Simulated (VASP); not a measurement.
# B (Fdd2) in VASP: further runs

Runs on B. Level: PBE. Tasks: single point, relaxation of cell and atoms.

Program: VASP 6.6.1. These are calculated values, not measurements. Logs are shortened: lines on timing, memory, paths and dates and some standing lists are left out, and cuts for length are marked.

## Step 1: The cell of the first run

It takes space group Fdd2 (No. 43, orthorhombic). The conventional cell has a = 5.620 Å, b = 10.955 Å, c = 3.620 Å, α = 90.00°, β = 90.00°, γ = 90.00°. B (site symmetry 2) has 4 B at 1.66 to 1.68 Å within 2.2 Å. Within 2.2 Å of B (site symmetry 1) lie 4 B at 1.66 to 1.70 Å.

## Step 2: Single point, PBE

The input, INCAR:

```
PREC = Accurate
ENCUT = 520
EDIFF = 1E-6
ISMEAR = 0
SIGMA = 0.1
LREAL = False
LASPH = True
NELM = 80
ALGO = Normal
ISIF = 2
LWAVE = False
LCHARG = False
GGA = PE
NBANDS = 18
```

The input, KPOINTS:

```
regular mesh
0
Gamma
  6 6 6
```

The input, POSCAR:

```
B
1.0
    0.0000000000      5.4775051000      1.8100931000
    2.8101221500      0.0000000000      1.8100931000
    2.8101221500      5.4775051000      0.0000000000
B
6
Direct
    0.2431710100      0.2431710100      0.2568289900
    0.9931710100      0.9931710100      0.0068289900
    0.9870180000      0.5116720200      0.2334170000
    0.5116720200      0.9870180000      0.2678929800
    0.9821070200      0.0165830000      0.7383279800
    0.0165830000      0.9821070200      0.2629820000
```

Potentials or basis: VASP PAW PBE potentials, release 64 (B).

Launch:

```
> cat potpaw_PBE.64/B/POTCAR > POTCAR
> mpirun -np 1 vasp_std > vasp.out
```

OUTCAR:

```text
PREC = Accurate
   ENCUT = 520
   EDIFF = 1E-6
   ISMEAR = 0
   LREAL = False
   LASPH = True
   NELM = 80
   ISIF = 2
   GGA = PE

 ion  position               nearest neighbor table
   1  0.243  0.243  0.257-   5 1.66   6 1.66   3 1.68   4 1.68
   2  0.993  0.993  0.007-   3 1.66   4 1.66   5 1.68   6 1.68
   3  0.987  0.512  0.233-   2 1.66   1 1.68   6 1.70   6 1.70
   4  0.512  0.987  0.268-   2 1.66   1 1.68   5 1.70   5 1.70
   5  0.982  0.017  0.738-   1 1.66   2 1.68   4 1.70   4 1.70
   6  0.017  0.982  0.263-   1 1.66   2 1.68   3 1.70   3 1.70

  LATTYP: Found a face centered orthorhombic cell.
 ALAT       =     3.6201862000
 B/A-ratio  =     1.5524738203
 C/A-ratio  =     3.0260902602

  Lattice vectors:

 A1 = (   2.8101221500,   5.4775051000,   0.0000000000)
 A2 = (   0.0000000000,   5.4775051000,   1.8100931000)
 A3 = (   2.8101221500,   0.0000000000,   1.8100931000)

Analysis of symmetry for initial positions (statically):
=====================================================================
 Subroutine PRICEL returns:
 Original cell was already a primitive cell.

 Routine SETGRP: Setting up the symmetry group for a
 face centered orthorhombic supercell.

 Subroutine GETGRP returns: Found  4 space group operations
 (whereof  2 operations were pure point group operations)
 out of a pool of  8 trial point group operations.

The static configuration has the point symmetry C_2 .
 The point group associated with its full space group is C_2v.

Analysis of symmetry for dynamics (positions and initial velocities):
=====================================================================
 Subroutine PRICEL returns:
 Original cell was already a primitive cell.

 Routine SETGRP: Setting up the symmetry group for a
 face centered orthorhombic supercell.

 Subroutine GETGRP returns: Found  4 space group operations
 (whereof  2 operations were pure point group operations)
 out of a pool of  8 trial point group operations.

The dynamic configuration has the point symmetry C_2 .
 The point group associated with its full space group is C_2v.

 Subroutine INISYM returns: Found  4 space group operations
 (whereof  2 operations are pure point group operations),
 and found     1 'primitive' translations

----------------------------------------------------------------------------------------

                                     Primitive cell

  volume of cell :      55.7236

  direct lattice vectors                    reciprocal lattice vectors
     0.000000000  5.477505100  1.810093100    -0.177928209  0.091282434  0.276228886
     2.810122150  0.000000000  1.810093100     0.177928209 -0.091282434  0.276228886
     2.810122150  5.477505100  0.000000000     0.177928209  0.091282434 -0.276228886

  length of vectors
     5.768838631  3.342637212  6.156285294     0.341018075  0.341018075  0.341018075

  position of ions in fractional coordinates (direct lattice)
     0.243171010  0.243171010  0.256828990
     0.993171010  0.993171010  0.006828990
     0.987018000  0.511672020  0.233417000
     0.511672020  0.987018000  0.267892980
     0.982107020  0.016583000  0.738327980
     0.016583000  0.982107020  0.262982000

  ion indices of the primitive-cell ions
   primitive index   ion index
                 1           1
                 2           2
                 3           3
                 4           4
                 5           5
                 6           6

----------------------------------------------------------------------------------------

 KPOINTS: regular mesh

Automatic generation of k-mesh.
 Grid dimensions read from file:
 generate k-points for:    6    6    6

 Generating k-lattice:

  Cartesian coordinates                     Fractional coordinates (reciprocal lattice)
    -0.029654701  0.015213739  0.046038148     0.166666667 -0.000000000  0.000000000
     0.029654701 -0.015213739  0.046038148    -0.000000000  0.166666667  0.000000000
     0.029654701  0.015213739 -0.046038148     0.000000000  0.000000000  0.166666667

  Length of vectors
     0.056836346  0.056836346  0.056836346

  Shift w.r.t. Gamma in fractional coordinates (k-lattice)
     0.000000000  0.000000000  0.000000000

 Subroutine IBZKPT returns following result:
 ===========================================

 Found     46 irreducible k-points:

 Following reciprocal coordinates:
            Coordinates               Weight
  0.000000  0.000000  0.000000      1.000000
  0.166667  0.000000 -0.000000      8.000000
  0.333333  0.000000 -0.000000      8.000000
  0.500000  0.000000  0.000000      4.000000
  0.166667  0.166667  0.000000      2.000000
  0.333333  0.166667 -0.000000      8.000000
[... 16 lines left out ...]
 -0.166667  0.166667  0.166667      8.000000
  0.500000  0.333333  0.166667      4.000000
 [... further k-points ...]
   k-points           NKPTS =     46   k-points in BZ     NKDIM =     46   number of bands    NBANDS=     18
   number of dos      NEDOS =    301   number of ions     NIONS =      6
   total plane-waves  NPLWV =  64512
   dimension x,y,z NGX =    48 NGY =   28 NGZ =   48
   dimension x,y,z NGXF=    96 NGYF=   56 NGZF=   96
   ions per type =               6
   NGX,Y,Z   is equivalent  to a cutoff of  13.83, 13.93, 12.96 a.u.
   NGXF,Y,Z  is equivalent  to a cutoff of  27.67, 27.85, 25.92 a.u.
 SYSTEM =  unknown system
   PREC   = accura    normal or accurate (medium, high low for compatibility)
   ISTART =      0    job   : 0-new  1-cont  2-samecut
   ICHARG =      2    charge: 1-file 2-atom 10-const
   ISPIN  =      1    spin polarized calculation?
   LNONCOLLINEAR =      F non collinear calculations
   LSORBIT =      F    spin-orbit coupling
   LASPH  =      T    aspherical Exc in radial PAW
   ENCUT  =  520.0 eV  38.22 Ry    6.18 a.u.  10.73  6.22 11.45*2*pi/ulx,y,z
   NELM   =     80;   NELMIN=  2; NELMDL= -5     # of ELM steps
   EDIFF  = 0.1E-05   stopping-criterion for ELM
   LREAL  =      F    real-space projection
   EDIFFG = 0.1E-04   stopping-criterion for IOM
   NSW    =      0    number of steps for IOM
   IBRION =     -1    ionic relax: 0-MD 1-quasi-New 2-CG
   NFREE  =      0    steps in history (QN), initial steepest desc. (CG)
   ISIF   =      2    stress and relaxation
   ISYM   =      2    0-nonsym 1-usesym 2-fastsym
   POTIM  = 0.5000    time-step for ionic-motion
   TEBEG  =    0.0;   TEEND  =   0.0 temperature during run
   PSTRESS=    0.0 pullay stress
   NELECT =      18.0000    total number of electrons
   NUPDOWN=      -1.0000    fix difference up-down
   EMIN   =  10.00;   EMAX   =-10.00  energy-range for DOS
   EFERMI =   0.00;   METHOD = LEGACY
   ISMEAR =     0;   SIGMA  =   0.10  broadening in eV -4-tet -1-fermi 0-gaus
   EFERMI_NEDOS =   21; number of points for ismear=-14 and -15
   IALGO  =     38    algorithm
   IMIX   =      4    mixing-type and parameters
     AMIX     =   0.40;   BMIX     =  1.00
     AMIX_MAG =   1.60;   BMIX_MAG =  1.00
  volume/ion in A,a.u.               =       9.29        62.67
  Fermi-wavevector in a.u.,A,eV,Ry     =   1.123275  2.122682 17.167102  1.261746
  Thomas-Fermi vector in A             =   2.259940
   LORBIT       =      0    0 simple, 1 ext, 2 COOP (PROOUT), +10 PAW based schemes
   GGA     = PE    functional components
   LHFCALC =     F    Hartree Fock is set to
   AEXX    =    0.0000 exact exchange contribution
   IVDW    =     0    specifies the selected vdW correction
   LEPSILON=     F    determine dielectric tensor
   LRPA    =     F    only Hartree local field effects (RPA)
 non-spin polarized calculation
 Gauss-broadening in eV      SIGMA  =   0.10
  energy-cutoff  :      520.00
  volume of cell :       55.72
 maximum number of plane-waves:      1519
 NGX is ok and might be reduce to    48
   NGX = 21   NGY = 13   NGZ = 23

 number of electron      18.0000000 magnetization

 Free energy of the ion-electron system (eV)
  ---------------------------------------------------
  ext. energy  EPLUGINS =         0.00000000
  ---------------------------------------------------
  free energy    TOTEN  =       -34.54392619 eV

  energy without entropy =      -34.53336398  energy(sigma->0) =      -34.53864508

 E-fermi :   3.6552     XC(G=0): -10.5060

 val. band max:        3.6428960434   @ k =   0.3333   0.0000  -0.0000
 cond. band min:       3.6794528494   @ k =  -0.3333   0.3333   0.0000
 fundamental gap:      0.0365568060
 Fermi energy:         3.6552181876

 k-point     1 :       0.0000    0.0000    0.0000
  band No.  band energies     occupation
      1     -10.0641      2.00000
      2      -7.2102      2.00000
      3      -6.1541      2.00000
      4      -2.2060      2.00000
      5      -0.3693      2.00000
      6       1.8897      2.00000
[... 10 lines left out ...]
     17      11.6412      0.00000
     18      11.6598      0.00000

 k-point     2 :       0.1667    0.0000   -0.0000
  band No.  band energies     occupation
      1      -9.7517      2.00000
      2      -7.1778      2.00000
      3      -5.7944      2.00000
      4      -2.5881      2.00000
      5      -0.8572      2.00000
      6       0.9074      2.00000
[... 10 lines left out ...]
     17      11.6480      0.00000
     18      12.7162      0.00000

 k-point     3 :       0.3333    0.0000   -0.0000
  band No.  band energies     occupation
      1      -8.9040      2.00000
      2      -6.9685      2.00000
      3      -5.4145      2.00000
      4      -3.4814      2.00000
      5      -1.4980      2.00000
      6      -0.7103      2.00000
[... 10 lines left out ...]
     17      12.2274      0.00000
     18      13.7426      0.00000

 k-point     4 :       0.5000    0.0000    0.0000
  band No.  band energies     occupation
      1      -8.1738      2.00000
      2      -6.8907      2.00000
      3      -5.7131      2.00000
      4      -3.7129      2.00000
      5      -2.1718      2.00000
      6      -0.4490      2.00000
[... 10 lines left out ...]
     17      12.9551      0.00000
     18      14.6301      0.00000

 k-point     5 :       0.1667    0.1667    0.0000
  band No.  band energies     occupation
      1      -9.2909      2.00000
      2      -6.6371      2.00000
      3      -5.8450      2.00000
      4      -3.0541      2.00000
      5      -1.2045      2.00000
      6      -0.0280      2.00000
[... 10 lines left out ...]
     17      12.8483      0.00000
     18      12.8565      0.00000

 k-point     6 :       0.3333    0.1667   -0.0000
  band No.  band energies     occupation
      1      -8.4103      2.00000
      2      -6.3779      2.00000
      3      -5.7455      2.00000
      4      -3.8647      2.00000
      5      -1.6917      2.00000
      6      -1.0517      2.00000
[... 10 lines left out ...]
     17      12.9620      0.00000
     18      14.4386      0.00000

 k-point     7 :       0.5000    0.1667   -0.0000
  band No.  band energies     occupation
      1      -8.0069      2.00000
      2      -6.9548      2.00000
      3      -5.5445      2.00000
      4      -3.9120      2.00000
      5      -1.9615      2.00000
      6      -0.4675      2.00000
[... 10 lines left out ...]
     17      13.0028      0.00000
     18      14.2998      0.00000

 k-point     8 :      -0.3333    0.1667    0.0000
  band No.  band energies     occupation
      1      -8.8941      2.00000
      2      -7.3555      2.00000
      3      -5.0157      2.00000
      4      -3.4785      2.00000
      5      -1.6082      2.00000
      6      -0.0729      2.00000
[... 10 lines left out ...]
     17      12.8349      0.00000
     18      13.6697      0.00000
[... 229 lines left out ...]
     17      12.0299      0.00000
     18      12.6350      0.00000

 k-point    20 :       0.3333    0.1667    0.1667
  band No.  band energies     occupation
      1      -9.1998      2.00000
      2      -7.1809      2.00000
      3      -5.2535      2.00000
      4      -3.1337      2.00000
      5      -1.2688      2.00000
      6      -0.0813      2.00000
[... 10 lines left out ...]
     17      12.8293      0.00000
     18      13.0909      0.00000

 k-point    21 :       0.5000    0.1667    0.1667
  band No.  band energies     occupation
      1      -8.2668      2.00000
      2      -6.9714      2.00000
      3      -5.1985      2.00000
      4      -3.8902      2.00000
      5      -1.8931      2.00000
      6      -0.8249      2.00000
[... 10 lines left out ...]
     17      13.1501      0.00000
     18      14.7295      0.00000

 k-point    22 :      -0.3333    0.1667    0.1667
  band No.  band energies     occupation
      1      -8.1418      2.00000
      2      -6.6557      2.00000
      3      -5.6590      2.00000
      4      -3.8111      2.00000
      5      -1.9893      2.00000
      6      -1.1722      2.00000
[... 10 lines left out ...]
     17      13.1652      0.00000
     18      14.6365      0.00000

 k-point    23 :      -0.1667    0.1667    0.1667
  band No.  band energies     occupation
      1      -9.0744      2.00000
      2      -6.6465      2.00000
      3      -5.6720      2.00000
      4      -3.3211      2.00000
      5      -1.8426      2.00000
      6      -0.3125      2.00000
[... 10 lines left out ...]
     17      12.4931      0.00000
     18      13.9107      0.00000

 k-point    24 :       0.5000    0.3333    0.1667
  band No.  band energies     occupation
      1      -7.6286      2.00000
      2      -6.5388      2.00000
      3      -5.4197      2.00000
      4      -4.7360      2.00000
      5      -1.4022      2.00000
      6      -1.2925      2.00000
[... 10 lines left out ...]
     17      14.0924      0.00000
     18      14.4213      0.00000

 [... further k-points ...]
[... 5 lines left out ...]
  --------------------------------------------------------------------------------------
  -------------------------------------------------------------------------------------
  Total       -3.9863915      2.4690890     -1.1988625      0.0000000      0.0000000      0.0000000
  in kB     -114.6176860     70.9918390    -34.4699820      0.0000000      0.0000000      0.0000000
  external PRESSURE =     -26.0319430 kB  Pullay stress =       0.0000000 kB

 VOLUME and BASIS-vectors are now :
 -----------------------------------------------------------------------------
  energy-cutoff  :      520.00
  volume of cell :       55.72
      direct lattice vectors                 reciprocal lattice vectors
     0.000000000  5.477505100  1.810093100    -0.177928209  0.091282434  0.276228886
     2.810122150  0.000000000  1.810093100     0.177928209 -0.091282434  0.276228886
     2.810122150  5.477505100  0.000000000     0.177928209  0.091282434 -0.276228886

 POSITION                                       TOTAL-FORCE (eV/Angst)
 -----------------------------------------------------------------------------------
      1.40506      2.73875      0.88032         0.000000      0.000000     -0.566733
      2.81012      5.47751      3.59546         0.000000      0.000000     -0.566733
      2.09379      6.68494      2.71277        -0.654155      1.005054      0.283366
      3.52645      4.27007      2.71277         0.654155     -1.005054      0.283366
      2.12139      9.42369      1.80772         0.654155      1.005054      0.283366
      3.49885      1.53132      1.80772        -0.654155     -1.005054      0.283366
 -----------------------------------------------------------------------------------
    total drift:                                0.000000     -0.000000      0.000573

  FREE ENERGIE OF THE ION-ELECTRON SYSTEM (eV)
  ---------------------------------------------------
  free  energy   TOTEN  =       -34.5439261856 eV

  energy  without entropy=      -34.5333639781  energy(sigma->0) =      -34.53864508
```

Wall time 84 s (1 thread of AMD EPYC 7R43 (Zen 3), shared host); peak memory 0.18 GiB.

What came out:

```yaml
Free_energy: -34.5439 eV
Pressure: -2.6 GPa
Largest_force: 1.232 eV/Å
Band_gap_on_the_k_mesh: zero (band 9 reaches 4.91 eV, above the bottom of band 10 at 2.78 eV)
```

Forces on the atoms (eV/Å):
```
B    0.000  0.000 -0.567
B    0.000  0.000 -0.567
B   -0.654  1.005  0.283
B    0.654 -1.005  0.283
B    0.654  1.005  0.283
B   -0.654 -1.005  0.283
```

Stress tensor (GPa, compression positive):
```
-11.46   0.00   0.00
  0.00   7.10   0.00
  0.00   0.00  -3.45
```

Caveat: forces of over 1 eV/Å act on the atoms, so gaps and moduli don't describe the material at rest.

## Step 3: Relaxation of cell and atoms, PBE

The input, INCAR:

```
SYSTEM = B
  PREC = Accurate
  ENCUT = 600
  EDIFF = 1E-6
  ISMEAR = 0
  SIGMA = 0.1
  LREAL = .False.
  LASPH = .True.
  NELM = 80
  ALGO = Normal
  ISIF = 3
  LWAVE = .False.
  LCHARG = .False.
  GGA = PE
  IBRION = 2
  NSW = 90
  EDIFFG = -0.04
```

The input, KPOINTS:

```
regular mesh
0
Gamma
  6 6 6
  0 0 0
```

POSCAR is that of step 2.

Potentials or basis: VASP PAW PBE potentials, release 64 (B).

Launch:

```
> cat potpaw_PBE.64/B/POTCAR > POTCAR
> mpirun -np 1 vasp_std > vasp.out
```

Wall time 37 min (1 thread of AMD EPYC 7R43 (Zen 3), shared host); peak memory 0.24 GiB.

Results (log left out):

- Free energy: -37.3788 eV
- Relaxed volume: 7.92 Å³/atom
- Relaxed cell: a = 5.867 Å, b = 2.948 Å, c = 5.843 Å, α = 75.86°, β = 29.16°, γ = 74.98°
- Space group after relaxing (to 0.05 Å): Fddd (No. 70)
- Energy gained by relaxing: 471.6 meV/atom
- Ionic steps: 42
- Pressure after relaxing: 0.1 GPa
- Largest force after relaxing: 0.018 eV/Å
- Band gap on the k mesh: zero (band 9 reaches 7.55 eV, above the bottom of band 10 at 3.60 eV)

Forces in eV/Å, atoms in the order of the input:
```
B    0.000  0.000 -0.012
B    0.000  0.000 -0.012
B    0.002  0.017  0.006
B   -0.002 -0.017  0.006
B   -0.002  0.017  0.006
B    0.002 -0.017  0.006
```

Stress tensor (GPa, compression positive):
```
 0.15  0.00  0.00
 0.00  0.15  0.00
 0.00  0.00 -0.08
```

Step by step:
| step | energy change (eV) | largest force (eV/Å) | pressure (GPa) | volume (Å³) |
| --- | --- | --- | --- | --- |
| 1 | 0.0000 | 1.2325 | -2.63 | 55.72 |
| 3 | -0.4530 | 0.7321 | 6.00 | 53.50 |
| 5 | -0.5666 | 0.5196 | -0.18 | 55.14 |
| 7 | -0.7504 | 0.5519 | -0.95 | 56.76 |
| 9 | -0.8123 | 0.2820 | 1.86 | 56.56 |
| 11 | -0.8932 | 0.4769 | -6.41 | 58.70 |
| 13 | -0.9883 | 0.5936 | -7.67 | 58.53 |
| 15 | -1.1699 | 0.9153 | -14.17 | 57.01 |
| 17 | -1.2248 | 0.8074 | -12.32 | 57.28 |
| 19 | -1.5622 | 1.2306 | -12.37 | 54.28 |
| 21 | -1.6743 | 1.4268 | -11.65 | 51.70 |
| 23 | -2.2566 | 1.2625 | 0.24 | 47.56 |
| 25 | -2.2785 | 1.3063 | 5.17 | 46.46 |
| 27 | -2.5566 | 0.5167 | 3.00 | 46.07 |
| 29 | -2.5911 | 0.4737 | 1.02 | 46.50 |
| 31 | -2.6631 | 0.3829 | -3.54 | 47.67 |
| 33 | -2.7959 | 0.3573 | 0.91 | 47.42 |
| 35 | -2.8174 | 0.2151 | -0.11 | 47.64 |
| 37 | -2.8265 | 0.0619 | -0.07 | 47.56 |
| 39 | -2.8277 | 0.0470 | 0.14 | 47.47 |
| 41 | -2.8287 | 0.0467 | -0.09 | 47.51 |
| 42 | -2.8298 | 0.0184 | 0.07 | 47.52 |

Final structure:
```xyz
6
Lattice="0.0000 5.4713 2.1174 2.0509 0.0000 2.1174 2.0509 5.4713 0.0000" Properties=species:S:1:pos:R:3 pbc="T T T"
B     1.0255    2.7356    1.0480
B     2.0509    5.4713    4.2241
B     1.0256    1.0084    1.0468
B     1.0253    4.4628    1.0468
B     2.0508    9.2154    2.1054
B     2.0511    1.7272    2.1054
```

Levels at points of the mesh, in eV from the Fermi level:
| k point | band 6 | band 7 | band 8 | band 9 | band 10 | band 11 | band 12 | band 13 |
| --- | --- | --- | --- | --- | --- | --- | --- | --- |
| (0.00, 0.00, 0.00) | -3.84 | -2.04 | -2.04 | 0.53 | 3.68 | 4.18 | 4.49 | 4.77 |
| (0.50, 0.00, 0.00) | -5.99 | -4.71 | -1.66 | 1.03 | 2.13 | 3.01 | 4.56 | 5.35 |
| (0.50, 0.50, 0.00) | -5.74 | -4.84 | -4.84 | -1.98 | -1.98 | 0.59 | 0.59 | 5.76 |
| (0.50, 0.00, 0.50) | -5.41 | -0.38 | -0.38 | 1.11 | 1.11 | 3.43 | 3.43 | 3.93 |
| (0.00, 0.50, 0.50) | -5.49 | -5.06 | -5.06 | -1.91 | -1.91 | 0.59 | 0.59 | 5.46 |
